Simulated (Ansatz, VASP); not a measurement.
## BeS in VASP and in Ansatz

The input POSCAR:

```
BeS
1.0
    0.0000000000      2.4097159985      2.4097159985
    2.4097159985      0.0000000000      2.4097159985
    2.4097159985      2.4097159985      0.0000000000
Be S
1 1
Direct
    0.0000000000      0.0000000000      0.0000000000
    0.2500000000      0.2500000000      0.2500000000
```

Contents of INCAR.step1:

```
SYSTEM = BeS
  PREC = Accurate
  ENCUT = 520
  ISMEAR = 0
  SIGMA = 0.01
  LREAL = .False.
  LASPH = .True.
  NELM = 80
  NBANDS = 11
  GGA = PE
  ALGO = Normal
  EDIFF = 1E-4
  LWAVE = .True.
  LCHARG = .False.
```

File INCAR.step2:

```
SYSTEM = BeS
  PREC = Accurate
  ENCUT = 520
  EDIFF = 1E-6
  ISMEAR = 0
  SIGMA = 0.01
  LREAL = .False.
  LASPH = .True.
  NELM = 80
  ALGO = Normal
  ISIF = 2
  LWAVE = .False.
  LCHARG = .False.
  METAGGA = R2SCAN
  LMIXTAU = .True.
  NBANDS = 11
  ISTART = 1
```

KPOINTS

```
Automatic mesh
0
Gamma
  8 8 8
  0 0 0
```

Input for Ansatz:

```yaml
crystal:
  lattice:
    - [0.0, 2.4097159985, 2.4097159985]
    - [2.4097159985, 0.0, 2.4097159985]
    - [2.4097159985, 2.4097159985, 0.0]
  atoms:
    - { symbol: Be, position: [0.0, 0.0, 0.0] }
    - { symbol: S, position: [0.25, 0.25, 0.25] }
kpoints:
  mp_grid: { grid: [8, 8, 8] }
hamiltonian:
  xc: r2scan
scf:
  occupations: { method: fixed }
  n_extra_bands: 4
output:
  forces: true
  stress: true
  eigenvalues: true
```

Alike in both runs: task single point; functional r2SCAN; k mesh 8 × 8 × 8; no spin polarisation.

```csv
,VASP,Ansatz
version,VASP 6.6.1,Ansatz 0.2.0
potentials or method,"VASP PAW PBE potentials, release 64 (Be, S)","plane waves, PAW"
plane-wave cutoff (eV),520,500
occupations,"gaussian, width 0.01 eV",fixed
valence electrons in the cell,8,8
```

VASP gave:

```
gap on the k mesh at the Fermi level (eV) : 3.53
pressure (GPa)                            : 3.4
```

Problem. Estimate Ansatz's values.

Solution. gap on the k mesh at the Fermi level (eV): 3.52; pressure (GPa): 3.1.

VASP's potentials were made for PBE, not for r2SCAN.
